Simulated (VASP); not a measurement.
# AlGa3N4 (Pm) in VASP: notebook, part 2 of 2

VASP 6.6.1.

## Step 4: Single point, PBEsol (volume scaled by 0.88, then relaxed in part)

The input, INCAR:

```
SYSTEM = AlGa3N4
ALGO     = Normal         ! electronic algorithm
EDIFF    = 1E-6           ! SCF threshold, eV
ENCUT    = 520            ! plane-wave cutoff, eV
GGA      = PS             ! functional
ISIF     = 2              ! what is computed and relaxed
ISMEAR   = 0              ! smearing method
LASPH    = .True.         ! aspherical terms in the spheres
LCHARG   = .True.         ! write CHGCAR
LELF     = .True.         ! ELF
LREAL    = .False.        ! projectors in reciprocal space
LVHAR    = .True.       
LWAVE    = .False.        ! write WAVECAR
NBANDS   = 41             ! bands
NELM     = 100            ! most SCF steps
PREC     = Accurate       ! precision mode
SIGMA    = 0.02           ! smearing width, eV
```

The input, KPOINTS:

```
k-points
0
Gamma
  6 8 6
  0 0 0
```

The input, POSCAR:

```
AlGa3N4
1.0
    4.9264167252      0.0000000000     -0.0008678918
    0.0000000000      3.0343489315      0.0000000000
   -0.0044839125      0.0000000000      5.2490491630
Al Ga N
1 3 4
Direct
    0.0012721114      0.5000000000      0.6676407348
    0.4989489653      0.5000000000      0.3353891109
    0.4985042268      0.0000000000      0.8310232676
    0.9997103245      0.0000000000      0.1658227112
    0.1193453183      0.5000000000      0.3402302999
    0.1174593508      0.0000000000      0.8261159333
    0.6201134234      0.0000000000      0.1660508277
    0.6322462893      0.5000000000      0.6677281142
```

Potentials or basis: VASP PAW PBE potentials, release 64 (Al, Ga_d, N).

Command:

```bash
cat potpaw_PBE.64/Al/POTCAR potpaw_PBE.64/Ga_d/POTCAR potpaw_PBE.64/N/POTCAR > POTCAR
mpirun -np 1 vasp_std > vasp.out
```

OUTCAR:

```text
SYSTEM = AlGa3N4
   EDIFF = 1E-6
   ENCUT = 520
   GGA = PS
   ISIF = 2
   ISMEAR = 0
   LASPH = .True.
   LREAL = .False.
   NELM = 100
   PREC = Accurate

 ion  position               nearest neighbor table
   1  0.001  0.500  0.668-   5 1.81   8 1.82   6 1.82   6 1.82   3 3.01   3 3.01   2 3.01   4 3.02
                             4 3.02   2 3.03   3 3.03   3 3.03   4 3.04   4 3.04
   2  0.499  0.500  0.335-   7 1.86   7 1.86   8 1.86   5 1.87   1 3.01   1 3.03
   3  0.499  0.000  0.831-   7 1.86   8 1.86   8 1.86   6 1.88   1 3.01   1 3.01   1 3.03   1 3.03

   4  1.000  0.000  0.166-   5 1.87   5 1.87   7 1.87   6 1.88   1 3.02   1 3.02   1 3.04   1 3.04

[... 1276 lines left out ...]
  in kB      319.4959757    318.8677456    318.8251691      0.0000000      0.0000000     -0.0954560
  external PRESSURE =     319.0629635 kB  Pullay stress =       0.0000000 kB

 VOLUME and BASIS-vectors are now :
 -----------------------------------------------------------------------------
  energy-cutoff  :      520.00
  volume of cell :       78.47
      direct lattice vectors                 reciprocal lattice vectors
     4.926416725  0.000000000 -0.000867892     0.202987325  0.000000000  0.000173399
     0.000000000  3.034348931  0.000000000     0.000000000  0.329559989  0.000000000
    -0.004483913  0.000000000  5.249049163     0.000033562  0.000000000  0.190510723

 POSITION                                       TOTAL-FORCE (eV/Angst)
 -----------------------------------------------------------------------------------
      0.00327      1.51717      3.50448        -0.001505      0.000000      0.000535
      2.45653      1.51717      1.76004         0.003696      0.000000     -0.004728
      2.45211      0.00000      4.36165         0.005656      0.000000      0.003420
      4.92425      0.00000      0.86954        -0.006537      0.000000      0.005358
      0.58642      1.51717      1.78578         0.014606      0.000000     -0.031795
      0.57495      0.00000      4.33622         0.022309      0.000000      0.025724
      3.05419      0.00000      0.87107        -0.003051      0.000000     -0.000103
      3.11171      1.51717      3.50439        -0.035173      0.000000      0.001589
 -----------------------------------------------------------------------------------
    total drift:                               -0.000172     -0.000000      0.000751

  FREE ENERGIE OF THE ION-ELECTRON SYSTEM (eV)
  ---------------------------------------------------
  free  energy   TOTEN  =       -54.0716587856 eV

  energy  without entropy=      -54.0716587856  energy(sigma->0) =      -54.07165879
```

OSZICAR:

```text
N       E                     dE             d eps       ncg     rms          rms(c)
DAV:   1     0.649007062541E+03    0.64901E+03   -0.27689E+04  9216   0.270E+03
DAV:   2     0.553142858429E+02   -0.59369E+03   -0.55090E+03  8616   0.658E+02
DAV:   3    -0.553987039871E+02   -0.11071E+03   -0.10756E+03  9280   0.201E+02
DAV:   4    -0.628135892317E+02   -0.74149E+01   -0.73485E+01 10960   0.557E+01
DAV:   5    -0.630250975109E+02   -0.21151E+00   -0.21121E+00 10200   0.926E+00    0.163E+01
DAV:   6    -0.539443091082E+02    0.90808E+01   -0.22205E+01 15598   0.667E+01    0.483E+00
DAV:   7    -0.541717442940E+02   -0.22744E+00   -0.53894E+00  9803   0.130E+01    0.420E+00
DAV:   8    -0.541087982962E+02    0.62946E-01   -0.62886E-01 11641   0.112E+01    0.118E+00
DAV:   9    -0.540702539231E+02    0.38544E-01   -0.14893E-01 14508   0.720E+00    0.395E-01
DAV:  10    -0.540715108476E+02   -0.12569E-02   -0.20171E-02 10105   0.132E+00    0.136E-01
DAV:  11    -0.540716080552E+02   -0.97208E-04   -0.18638E-03 12483   0.910E-01    0.430E-02
DAV:  12    -0.540716462594E+02   -0.38204E-04   -0.37227E-04 11608   0.345E-01    0.171E-02
DAV:  13    -0.540716572234E+02   -0.10964E-04   -0.99156E-05 11287   0.108E-01    0.980E-03
DAV:  14    -0.540716589526E+02   -0.17292E-05   -0.10534E-05 10648   0.831E-02    0.606E-03
DAV:  15    -0.540716587856E+02    0.16704E-06   -0.27818E-06  7622   0.273E-02
   1 F= -.54071659E+02 E0= -.54071659E+02  d E =-.264440E-16
```

stdout:

```text
POSCAR found type information on POSCAR AlGaN
 POSCAR found :  3 types and       8 ions
 scaLAPACK will be used
 -----------------------------------------------------------------------------
|                                                                             |
|                                                                             |
|     You enforced a specific xc type in the INCAR file but a different       |
|     I HOPE YOU KNOW WHAT YOU ARE DOING!                                     |
|                                                                             |
 -----------------------------------------------------------------------------

 LDA part: xc-table for (Slater+PW92), standard interpolation
 POSCAR, INCAR and KPOINTS ok, starting setup
 FFT: planning ... GRIDC
 FFT: planning ... GRID_SOFT
 FFT: planning ... GRID
 WAVECAR not read
 entering main loop
```

It took 3.3 min on 1 thread of AMD EPYC 9R45 (Zen 5), shared host; peak memory 0.33 GiB.

What came out:

* Free energy: -54.0717 eV
* Pressure: 31.9 GPa
* Largest force: 0.035 eV/Å
* Band gap on the k mesh: 3.27 eV, direct

Forces in eV/Å, atoms in the order of the input:
```
Al  -0.002  0.000  0.001
Ga   0.004  0.000 -0.005
Ga   0.006  0.000  0.003
Ga  -0.007  0.000  0.005
N    0.015  0.000 -0.032
N    0.022  0.000  0.026
N   -0.003  0.000  0.000
N   -0.035  0.000  0.002
```

Caveat: the cell differs from its parent crystal (volume scaled by 0.88, then relaxed in part); the PAW data sets were made with another functional, which shifts forces and pressure a little. A k mesh can miss the band edges.

## Step 5: Single point, PBEsol (volume scaled by 0.91, then relaxed in part)

The input, INCAR:

```
SYSTEM = AlGa3N4
ALGO     = Normal         ! electronic algorithm
EDIFF    = 1E-7           ! SCF threshold, eV
ENCUT    = 520            ! plane-wave cutoff, eV
GGA      = PS             ! functional
ISIF     = 2              ! what is computed and relaxed
ISMEAR   = 0              ! smearing method
LASPH    = .TRUE.         ! aspherical terms in the spheres
LCHARG   = .TRUE.         ! write CHGCAR
LELF     = .TRUE.         ! ELF
LREAL    = .FALSE.        ! projectors in reciprocal space
LVHAR    = .TRUE.       
LWAVE    = .FALSE.        ! write WAVECAR
NBANDS   = 41             ! bands
NELM     = 60             ! most SCF steps
PREC     = Accurate       ! precision mode
SIGMA    = 0.02           ! smearing width, eV
```

The input, KPOINTS:

```
k-points
0
G
  6 8 6
  0 0 0
```

The input, POSCAR:

```
AlGa3N4
1.0
    4.9819326415      0.0000000000     -0.0005036140
    0.0000000000      3.0680729285      0.0000000000
   -0.0041358325      0.0000000000      5.3085078752
Al Ga N
1 3 4
Direct
    0.0010823783      0.5000000000      0.6675687048
    0.4990061765      0.5000000000      0.3352419095
    0.4986644857      0.0000000000      0.8311888353
    0.9997621029      0.0000000000      0.1659271291
    0.1194430935      0.5000000000      0.3401772147
    0.1175221592      0.0000000000      0.8262283956
    0.6202262648      0.0000000000      0.1660863585
    0.6318933490      0.5000000000      0.6675824521
```

Command:

```bash
cat potpaw_PBE.64/Al/POTCAR potpaw_PBE.64/Ga_d/POTCAR potpaw_PBE.64/N/POTCAR > POTCAR
mpirun -np 1 vasp_std > vasp.out
```

Run time: 3.7 min. Hardware: 1 thread of AMD EPYC 9R45 (Zen 5), shared host; peak memory 0.34 GiB.

It converged, with:

- Free energy: -54.5207 eV
- Pressure: 21.9 GPa
- Largest force: 0.028 eV/Å
- Band gap on the k mesh: 3.03 eV, direct

Forces in eV/Å, atoms in the order of the input:
```
Al  -0.002  0.000  0.000
Ga   0.003  0.000 -0.004
Ga   0.005  0.000  0.003
Ga  -0.006  0.000  0.004
N    0.012  0.000 -0.025
N    0.018  0.000  0.020
N   -0.002  0.000  0.001
N   -0.027  0.000  0.000
```

Levels at points of the mesh, in eV from the valence-band top:
```tsv
k point	band 27	band 28	band 29	band 30	band 31	band 32	band 33	band 34	band 35	band 36
(0.00, 0.00, 0.00)	-1.17	-0.96	-0.11	-0.03	0.00	3.03	5.21	5.46	5.99	6.97
(0.50, 0.00, 0.00)	-1.84	-0.84	-0.78	-0.38	-0.38	4.69	4.87	5.21	5.54	8.27
(0.00, 0.50, 0.00)	-3.75	-2.36	-2.29	-2.05	-2.01	5.59	5.62	7.61	7.65	8.21
(0.50, 0.50, 0.00)	-3.60	-1.90	-1.65	-1.59	-1.58	6.08	6.24	6.36	6.56	8.36
(0.00, 0.00, 0.50)	-2.03	-0.90	-0.70	-0.65	-0.37	5.16	5.27	6.70	6.92	7.78
(0.50, 0.00, 0.50)	-2.08	-1.80	-1.32	-1.26	-1.21	5.70	5.80	5.90	6.18	8.09
(0.00, 0.50, 0.50)	-2.92	-2.52	-2.42	-1.10	-0.96	5.09	5.36	5.89	6.05	6.47
(0.50, 0.50, 0.50)	-2.04	-1.96	-1.94	-1.83	-1.80	4.59	4.66	4.78	5.13	7.72
```

Caveat: the cell differs from its parent crystal (volume scaled by 0.91, then relaxed in part); the PAW data sets were made with another functional, which shifts forces and pressure a little. A k mesh can miss the band edges.

## Step 6: Relaxation of cell and atoms, PBEsol

This run uses another cell than the first one, of 11.17 Å³/atom, 0.973 times its volume.

The input, INCAR:

```
SYSTEM = AlGa3N4
PREC = Accurate ; ENCUT = 600
EDIFF = 1E-7 ; ISMEAR = 0
SIGMA = 0.02 ; LREAL = .FALSE.
LASPH = .TRUE. ; NELM = 100
ALGO = Normal ; ISIF = 3
LWAVE = .FALSE. ; LCHARG = .FALSE.
GGA = PS ; IBRION = 2
NSW = 100 ; EDIFFG = -0.01
```

The input, KPOINTS:

```
regular mesh
0
G
  6 8 6
  0 0 0
```

The input, POSCAR:

```
AlGa3N4
1.0
    5.1455897724      0.0000000000      0.0000000000
    0.0000000000      3.1670776200      0.0000000000
   -0.0037175149      0.0000000000      5.4836534091
Al Ga N
1 3 4
Direct
    0.0005010800      0.5000000000      0.6673044000
    0.4991393100      0.5000000000      0.3351465300
    0.4991348800      0.0000000000      0.8313261600
    0.9999082200      0.0000000000      0.1662408900
    0.1192384400      0.5000000000      0.3412971500
    0.1168290500      0.0000000000      0.8252645200
    0.6202470100      0.0000000000      0.1661509300
    0.6326020200      0.5000000000      0.6672704200
```

Potentials or basis: VASP PAW PBE potentials, release 64 (Al, Ga_d, N).

Command:

```bash
cat potpaw_PBE.64/Al/POTCAR potpaw_PBE.64/Ga_d/POTCAR potpaw_PBE.64/N/POTCAR > POTCAR
mpirun -np 1 vasp_std > vasp.out
```

Wall time 26 min (1 thread of AMD EPYC 7R13 (Zen 3), shared host); peak memory 0.44 GiB.

It converged, with:

* Free energy: -55.0339 eV
* Relaxed volume: 11.13 Å³/atom
* Relaxed cell: a = 5.140 Å, b = 3.163 Å, c = 5.475 Å, α = 90.00°, β = 90.04°, γ = 90.00°
* Space group after relaxing (to 0.05 Å): Pm (No. 6)
* Energy gained by relaxing: 0.3 meV/atom
* Ionic steps: 7
* Pressure after relaxing: 0.0 GPa
* Largest force after relaxing: 0.004 eV/Å
* Band gap on the k mesh: 2.39 eV, direct

Forces on the atoms (eV/Å):
```
Al  -0.001  0.000  0.001
Ga  -0.002  0.000  0.003
Ga   0.000  0.000 -0.002
Ga   0.003  0.000  0.000
N    0.001  0.000 -0.001
N   -0.003  0.000 -0.002
N    0.002  0.000  0.002
N    0.001  0.000 -0.002
```

The path:
```
step  energy change (eV)  largest force (eV/Å)  pressure (GPa)  volume (Å³)
   1              0.0000                0.1746           -0.74        89.36
   2             -0.0020                0.0447            0.68        88.69
   3             -0.0025                0.0474            0.24        88.91
   4             -0.0027                0.0179           -0.08        89.05
   5             -0.0028                0.0143            0.00        89.02
   6             -0.0028                0.0135           -0.03        89.02
   7             -0.0028                0.0042            0.01        89.01
```

Final structure:
```
CELL_PARAMETERS angstrom
5.13973 0.00000 0.00001
0.00000 3.16317 0.00000
-0.00370 0.00000 5.47501
ATOMIC_POSITIONS crystal
Al 0.00068 0.50000 0.66737
Ga 0.49914 0.50000 0.33487
Ga 0.49908 0.00000 0.83156
Ga 0.99972 0.00000 0.16622
N 0.11969 0.50000 0.34002
N 0.11772 0.00000 0.82648
N 0.62042 0.00000 0.16619
N 0.63115 0.50000 0.66728
```

Levels at points of the mesh, in eV from the valence-band top:
```tsv
k point	band 28	band 29	band 30	band 31	band 32	band 33	band 34	band 35
(0.00, 0.00, 0.00)	-0.86	-0.08	-0.03	0.00	2.39	4.64	5.18	5.72
(0.50, 0.00, 0.00)	-0.73	-0.67	-0.36	-0.36	4.40	4.48	4.59	5.04
(0.00, 0.50, 0.00)	-2.10	-2.06	-1.84	-1.81	5.57	5.59	6.90	7.08
(0.50, 0.50, 0.00)	-1.70	-1.48	-1.44	-1.43	5.72	5.89	5.98	6.25
(0.00, 0.00, 0.50)	-0.78	-0.61	-0.58	-0.34	4.59	4.74	6.12	6.44
(0.50, 0.00, 0.50)	-1.57	-1.18	-1.15	-1.10	5.32	5.39	5.47	5.82
(0.00, 0.50, 0.50)	-2.23	-2.15	-0.98	-0.87	4.84	5.17	5.61	5.73
(0.50, 0.50, 0.50)	-1.77	-1.74	-1.66	-1.64	4.32	4.40	4.48	4.88
```

Caveat: the PAW data sets were made with another functional, which shifts forces and pressure a little.

## Step 7: Summary

| task | cell | cutoff (eV) | gap on the mesh (eV) | pressure (GPa) | largest force (eV/Å) |
| --- | --- | --- | --- | --- | --- |
| single point | a = 5.194, b = 3.196, c = 5.533 Å, 8 atoms | 520 | 2.17 | -5.5 | 0.01 |
| single point | a = 5.245, b = 3.226, c = 5.586 Å, 8 atoms | 520 | 1.98 | -10.0 | 0.01 |
| single point | a = 4.926, b = 3.034, c = 5.249 Å, angles 90.0, 90.1, 90.0°, 8 atoms | 520 | 3.27 | 31.9 | 0.04 |
| single point | a = 4.982, b = 3.068, c = 5.309 Å, angles 90.0, 90.1, 90.0°, 8 atoms | 520 | 3.03 | 21.9 | 0.03 |
| relaxation of cell and atoms | relaxed from a = 5.146, b = 3.167, c = 5.484 Å, 8 atoms | 600 | 2.39 | 0.0 | - |

Alike in all rows: level PBEsol; potentials or basis VASP PAW PBE potentials, release 64 (Al, Ga_d, N); no spin polarisation; k mesh 6 × 8 × 6; smearing gaussian 0.02 eV.

Caveats: the PAW data sets were made with another functional, which shifts forces and pressure a little.

Absolute energies hang on the potentials; compare differences alone.
